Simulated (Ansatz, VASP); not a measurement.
## GaN: VASP beside Ansatz

INCAR

```
SYSTEM = GaN
PREC     = Accurate       ! precision mode
ENCUT    = 520            ! plane-wave cutoff, eV
EDIFF    = 1E-7           ! SCF threshold, eV
ISMEAR   = 0              ! smearing method
SIGMA    = 0.02           ! smearing width, eV
LREAL    = .False.        ! projectors in reciprocal space
LASPH    = .True.         ! aspherical terms in the spheres
NELM     = 60             ! most SCF steps
ALGO     = Normal         ! electronic algorithm
ISIF     = 2              ! what is computed and relaxed
LWAVE    = .False.        ! write WAVECAR
LCHARG   = .True.         ! write CHGCAR
GGA      = PE             ! functional
LELF     = .True.         ! ELF
LVHAR    = .True.       
NBANDS   = 16             ! bands
```

The input KPOINTS:

```
Automatic mesh
0
Gamma
  10 10 10
  0 0 0
```

Contents of POSCAR:

```
GaN
1.0
    0.0000000000      2.2981199195      2.2981199195
    2.2981199195      0.0000000000      2.2981199195
    2.2981199195      2.2981199195      0.0000000000
Ga N
1 1
Direct
    0.0000000000      0.0000000000      0.0000000000
    0.7500000000      0.7500000000      0.7500000000
```

Input for Ansatz:

```yaml
crystal:
  lattice:
    - [0.0, 2.2981199195, 2.2981199195]
    - [2.2981199195, 0.0, 2.2981199195]
    - [2.2981199195, 2.2981199195, 0.0]
  atoms:
    - { symbol: Ga, position: [0.0, 0.0, 0.0] }
    - { symbol: "N", position: [0.75, 0.75, 0.75] }
basis:
  ecutwfc: 420
kpoints:
  mp_grid: { grid: [10, 10, 10] }
hamiltonian:
  xc: pbe
scf:
  occupations: { method: gaussian, width: 0.02 }
output:
  forces: true
  stress: true
  eigenvalues: true
  populations: true
```

Alike in both runs: task single point; functional PBE; k mesh 10 × 10 × 10; occupations gaussian, width 0.02 eV; no spin polarisation.

|  | VASP | Ansatz |
| --- | --- | --- |
| version | VASP 6.6.1 | Ansatz 0.2.0 |
| potentials or method | VASP PAW PBE potentials, release 64 (Ga_d, N), cutoff 520 eV | scalar-relativistic, plane waves, PAW |
| valence electrons in the cell | 18 | 18 |

|  | VASP | Ansatz | Ansatz less VASP |
| --- | --- | --- | --- |
| gap on the k mesh at the Fermi level (eV) | 1.35 | 1.34 | -0.005 |
| least direct gap on the mesh (eV) | 1.35 | 1.34 | -0.005 |
| pressure (GPa) | -4.9 | -5.0 | -0.14 |

The functional is the same, so the differences come from potentials, cutoffs and numerics.
